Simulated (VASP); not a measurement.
A run of VASP 6.6.1:

INCAR

```
SYSTEM = CdS
PREC = Accurate ; ENCUT = 520
EDIFF = 1E-6 ; ISMEAR = -1
SIGMA = 0.05 ; LREAL = .FALSE.
LASPH = .TRUE. ; NELM = 60
ALGO = Normal ; ISIF = 2
LWAVE = .FALSE. ; LCHARG = .FALSE.
NBANDS = 26
```

Contents of KPOINTS:

```
Automatic mesh
0
G
  7 7 4
  0 0 0
```

Contents of POSCAR:

```
CdS
1.0
    4.0939120434      0.0000000000      0.0000000000
   -2.0469560217      3.5454318304      0.0000000000
    0.0000000000      0.0000000000      6.6459482979
Cd S
2 2
Direct
    0.6666666667      0.3333333333      0.5000000000
    0.3333333333      0.6666666667      0.0000000000
    0.6666666667      0.3333333333      0.8750000000
    0.3333333333      0.6666666667      0.3750000000
```

Potentials or basis: VASP PAW LDA potentials, release 64 (Cd, S).

The run is started by

```console
$ cat potpaw_LDA.64/Cd/POTCAR potpaw_LDA.64/S/POTCAR > POTCAR
$ mpirun -np 1 vasp_std > vasp.out
```

Hardware: 1 thread of Intel(R) Xeon(R) 6975P-C (Granite Rapids), on a shared host.

**Question.** Estimate the wall time of this run.

**Answer.** Run time: 34 s on 1 thread of Intel(R) Xeon(R) 6975P-C (Granite Rapids), on a shared host, peak memory 0.2 GiB. Counts: scf iterations 21, k points 24.
